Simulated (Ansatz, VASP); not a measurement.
## One calculation of K, two programs

The input INCAR:

```
SYSTEM = K
ALGO = Normal
EDIFF = 1E-7
ENCUT = 520
GGA = PE
ISIF = 2
ISMEAR = -1
LASPH = .TRUE.
LCHARG = .FALSE.
LREAL = .FALSE.
LWAVE = .FALSE.
NBANDS = 10
NELM = 100
PREC = Accurate
SIGMA = 0.001
```

File KPOINTS:

```
k-points
0
G
  10 10 10
  0 0 0
```

The input POSCAR:

```
K
1.0
    3.9090087601      0.0000000000      0.0000000000
    0.0000000000      3.9090087601      0.0000000000
    0.0000000000      0.0000000000      3.9090087601
K
1
Direct
    0.0000000000      0.0000000000      0.0000000000
```

Input for Ansatz:

```yaml
crystal:
  lattice:
    - [3.9090087601, 0.0, 0.0]
    - [0.0, 3.9090087601, 0.0]
    - [0.0, 0.0, 3.9090087601]
  atoms:
    - { symbol: K, position: [0.0, 0.0, 0.0] }
kpoints:
  mp_grid: { grid: [10, 10, 10] }
scf:
  occupations: { method: fermi_dirac, width: 0.001 }
hamiltonian:
  xc: pbe
  pseudopotentials: { kind: all_electron, lapw: { basis_error: 0.001 } }
output:
  forces: true
  stress: true
  eigenvalues: true
  populations: true
```

Alike in both runs: task single point; functional PBE; k mesh 10 × 10 × 10; occupations fermi-dirac, width 0.001 eV; no spin polarisation.

```csv
,VASP,Ansatz
version,VASP 6.6.1,Ansatz 0.2.0
potentials or method,"VASP PAW PBE potentials, release 64 (K_sv), cutoff 520 eV","all-electron LAPW, scalar-relativistic"
```

|  | VASP | Ansatz | Ansatz less VASP |
| --- | --- | --- | --- |
| gap on the k mesh at the Fermi level (eV) | none | none | - |
| pressure (GPa) | 1.3 | 1.3 | +0.01 |

A gap of «none» marks a metal or a gap that the smearing closes. Ansatz ran all-electron here, and VASP with PAW potentials.
